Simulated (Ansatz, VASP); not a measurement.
## One calculation of BN, two programs

File INCAR:

```
PREC = Accurate
ENCUT = 520
EDIFF = 1E-7
ISMEAR = -1
SIGMA = 0.02
LREAL = False
LASPH = True
NELM = 80
ALGO = Normal
ISIF = 2
LWAVE = False
LCHARG = False
GGA = PE
IBRION = 2
NSW = 80
EDIFFG = -0.02
```

File KPOINTS:

```
regular mesh
0
Gamma
  14 14 14
```

The input POSCAR:

```
BN
1.0
    0.0000000000      1.8075000000      1.8255750000
    1.8075000000      0.0000000000      1.8255750000
    1.8075000000      1.8075000000      0.0000000000
B N
1 1
Direct
    0.0000000000      0.0000000000      0.0000000000
    0.2500000000      0.2500000000      0.2500000000
```

Input for Ansatz:

```yaml
crystal:
  lattice:
    - [0.0, 1.8075, 1.825575]
    - [1.8075, 0.0, 1.825575]
    - [1.8075, 1.8075, 0.0]
  atoms:
    - { symbol: B, position: [0.0, 0.0, 0.0] }
    - { symbol: "N", position: [0.25, 0.25, 0.25] }
kpoints:
  mp_grid: { grid: [14, 14, 14] }
scf:
  occupations: { method: fermi_dirac, width: 0.02 }
hamiltonian:
  xc: pbe
  pseudopotentials: { kind: paw }
output:
  forces: true
  stress: true
  populations: true
  efg:
    quadrupole_moments_barn: { B: 0.04059, "N": 0.02044 }
    contact_densities: true
relax:
  f_tol: 0.02
  max_steps: 60
```

Change from the starting cell: z stretched by +1 %, ions relaxed.

Alike in both runs: task relaxation of the atoms; functional PBE; k mesh 14 × 14 × 14; occupations fermi-dirac, width 0.02 eV; no spin polarisation.

|  | VASP | Ansatz |
| --- | --- | --- |
| version | VASP 6.6.1 | Ansatz 0.2.0 |
| potentials or method | VASP PAW PBE potentials, release 64 (B, N) | plane-wave PAW, scalar-relativistic |
| plane-wave cutoff (eV) | 520 | 420 |
| valence electrons in the cell | 8 | 8 |

VASP gave:

* gap on the k mesh at the Fermi level, each at its own relaxed structure (eV): 4.36

Question: Estimate Ansatz's values.

Answer: gap on the k mesh at the Fermi level, each at its own relaxed structure (eV): 4.37.

Ansatz's warnings: stress scf threshold loose.

Noted on VASP's run: the relaxation stopped at its first step, so nothing moved.
